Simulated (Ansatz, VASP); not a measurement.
## Ta3N: VASP beside Ansatz

```
Ta N
1.0
     3.25511    0.00000    0.00000
    -1.62755    2.81901    0.00000
     0.00000    0.00000    6.51293
Ta N
3 1
Direct
  0.00000 0.00000 0.50000
  0.33333 0.66667 0.17360
  0.66667 0.33333 0.82640
  0.00000 0.00000 0.00000
```

Alike in both runs: task single point; functional PBE; k mesh 24 × 24 × 8; occupations gaussian, width 0.15 eV; no spin polarisation.

|  | VASP | Ansatz |
| --- | --- | --- |
| version | VASP 6.6.1 | Ansatz 0.2.0 |
| potentials or method | VASP PAW PBE potentials, release 64 (Ta_pv, N), cutoff 520 eV | scalar-relativistic, plane waves, PAW |
| valence electrons in the cell | 38 | 44 |

```tsv
	VASP	Ansatz	Ansatz less VASP
gap on the k mesh at the Fermi level (eV)	none	none	-
pressure (GPa)	2.5	2.2	-0.35
traceless stress, the component that is largest in VASP (GPa)	15.98	16.08	+0.104
rms of the force components (eV/Å)	0.359	0.379	+0.0199
```

Atom by atom the forces differ by 0.020 eV/Å (rms over components). A gap of «none» marks a metal or a gap that the smearing closes. VASP's potentials hold 38 valence electrons a cell and Ansatz's 44, so a difference there can come from the potentials and not from the codes.

Spin-orbit coupling is off throughout.
